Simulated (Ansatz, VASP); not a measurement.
## ZrTi3N4: VASP beside Ansatz

```
Zr Ti N
1.0
     4.44172    0.00000    0.00000
     0.00000    4.44172    0.00000
     0.00000    0.00000    4.44172
Zr Ti N
1 3 4
Direct
  0.00000 0.00000 0.00000
  0.50000 0.50000 0.00000
  0.00000 0.50000 0.50000
  0.50000 0.00000 0.50000
  0.00000 0.00000 0.50000
  0.50000 0.00000 0.00000
  0.00000 0.50000 0.00000
  0.50000 0.50000 0.50000
```

Alike in both runs: task single point; functional PBE; k mesh 10 × 10 × 10; occupations gaussian, width 0.1 eV; no spin polarisation.

|  | VASP | Ansatz |
| --- | --- | --- |
| version | VASP 6.6.1 | Ansatz 0.2.0 |
| potentials or method | VASP PAW PBE potentials, release 64 (Zr_sv, Ti_sv, N), cutoff 520 eV | scalar-relativistic, plane waves, PAW |
| valence electrons in the cell | 68 | 68 |

|  | VASP | Ansatz | Ansatz less VASP |
| --- | --- | --- | --- |
| gap on the k mesh at the Fermi level (eV) | none | none | - |
| pressure (GPa) | -13.2 | -13.5 | -0.31 |

A gap of «none» marks a metal or a gap that the smearing closes.
